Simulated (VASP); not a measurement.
# Ta2N: single point with PBE

The system is Ta2N.

```
CELL_PARAMETERS angstrom
3.10114 0.00000 0.00000
-1.55057 2.68567 0.00000
0.00000 0.00000 4.88189
ATOMIC_POSITIONS crystal
Ta 0.66667 0.33333 0.74431
Ta 0.33333 0.66667 0.25450
N 0.00000 0.00000 0.01536
```

This cell differs from its parent crystal: atoms displaced along a vibrational mode.

```json
{"Program": "VASP 6.6.1", "Task": "single point", "Functional": "PBE", "Potentials or basis": "VASP PAW PBE potentials, release 64 (Ta_pv, N)", "Cutoff": "520 eV", "k mesh": "18 × 18 × 10", "Occupations": "gaussian, width 0.15 eV", "Spin": "no spin polarisation", "Dipole correction": "no", "Further INCAR settings": "ALGO = Normal; EDIFF = 1e-07; NBANDS = 20"}
```

The pressure is 1.0 GPa, the largest force is 1.159 eV/Å and the band gap on the k mesh is zero (an odd number of electrons rules out a gap without spin polarisation).

Forces on the atoms (eV/Å):
```
Ta   0.000  0.000  0.518
Ta   0.000  0.000  0.642
N    0.000  0.000 -1.159
```

Stress tensor (GPa, compression positive):
```
1.22 0.00 0.00
0.00 1.22 0.00
0.00 0.00 0.58
```

Levels at points of the mesh, in eV from the Fermi level:
| k point | band 10 | band 11 | band 12 | band 13 | band 14 | band 15 | band 16 | band 17 | band 18 | band 19 |
| --- | --- | --- | --- | --- | --- | --- | --- | --- | --- | --- |
| (0.00, 0.00, 0.00) | -6.05 | -4.98 | -0.84 | -0.21 | -0.21 | 0.34 | 0.34 | 0.46 | 1.19 | 1.19 |
| (0.50, 0.00, 0.00) | -6.34 | -4.54 | -2.60 | -1.35 | 1.72 | 1.91 | 3.69 | 4.04 | 4.24 | 4.30 |
| (0.00, 0.00, 0.50) | -6.22 | -3.05 | -2.55 | -1.08 | -1.08 | 1.76 | 2.03 | 2.25 | 2.25 | 2.67 |
| (0.50, 0.00, 0.50) | -6.08 | -3.30 | -2.16 | -2.09 | -0.28 | 0.75 | 3.34 | 3.56 | 4.07 | 4.45 |

It took 2.7 min on 1 thread of Intel(R) Xeon(R) Platinum 8259CL CPU @ 2.50GHz (Skylake/Cascade Lake), on a shared host, peak memory 0.35 GiB.

Caveat: the cell differs from its parent crystal (atoms displaced along a vibrational mode); spin-orbit coupling is left out, which moves the levels of the heavy elements; forces of over 1 eV/Å act on the atoms, so gaps and moduli don't describe the material at rest.
